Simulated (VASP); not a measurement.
## Ge8N (a cell with a defect): single point with LDA

System: Ge8N (a cell with a defect).

```
Ge N
1.0
     5.62142    0.00000    0.00000
     0.00000   -5.62142    0.00000
     0.00000    0.00000   -5.62142
Ge N
8 1
Direct
  0.50000 0.00000 0.00000
  0.00000 0.50000 0.00000
  0.00000 0.00000 0.50000
  0.50000 0.50000 0.50000
  0.75000 0.75000 0.75000
  0.25000 0.25000 0.75000
  0.25000 0.75000 0.25000
  0.75000 0.25000 0.25000
  0.75000 0.50000 0.75000
```

```
Program             : VASP 6.6.1
Task                : single point
Functional          : LDA
Potentials or basis : VASP PAW LDA potentials, release 64 (Ge_d, N)
Cutoff              : 520 eV
k mesh              : 6 × 6 × 6
Occupations         : gaussian, width 0.15 eV
Spin                : no spin polarisation
```

The pressure is 15.6 GPa, the largest force is 27.118 eV/Å and the band gap on the k mesh is zero (an odd number of electrons rules out a gap without spin polarisation).

Forces in eV/Å, atoms in the order of the input:
```
Ge    0.003  -0.365   0.003
Ge    0.805   1.886  -0.805
Ge   -0.003  -0.365  -0.003
Ge   -0.805   1.886   0.805
Ge    0.000 -27.118   0.000
Ge    0.000   0.161   0.000
Ge    0.000  -0.720   0.000
Ge    0.000   0.161   0.000
N     0.000  24.475   0.000
```

Stress tensor (GPa, compression positive):
```
 4.97  0.00 -3.04
 0.00 36.86  0.00
-3.04  0.00  4.97
```

Levels at points of the mesh, in eV from the Fermi level:
```
           k point  band 55  band 56  band 57  band 58  band 59  band 60  band 61  band 62  band 63  band 64
(0.00, 0.00, 0.00)    -1.69    -1.30    -1.29     0.10     0.12     0.58     0.66     0.75     0.82     1.96
(0.50, 0.00, 0.00)    -2.25    -2.25    -1.76    -1.38    -0.05     1.53     1.67     2.45     3.24     3.29
(0.00, 0.50, 0.00)    -2.40    -1.88    -1.83    -1.04     0.39     1.13     2.05     2.27     3.08     4.06
(0.50, 0.50, 0.00)    -2.38    -1.45    -1.16    -1.01     0.50     1.46     2.26     2.45     2.74     3.17
(0.50, 0.00, 0.50)    -1.50    -1.43    -1.24    -0.98    -0.09     1.42     2.09     2.33     2.92     4.13
(0.50, 0.50, 0.50)    -1.25    -1.12    -1.11    -0.82    -0.39    -0.04     1.06     1.31     2.44     2.45
```

Run time: 11 min on 1 thread of Intel(R) Xeon(R) Platinum 8259CL CPU @ 2.50GHz (Skylake/Cascade Lake), with other jobs on the host, peak memory 0.51 GiB.
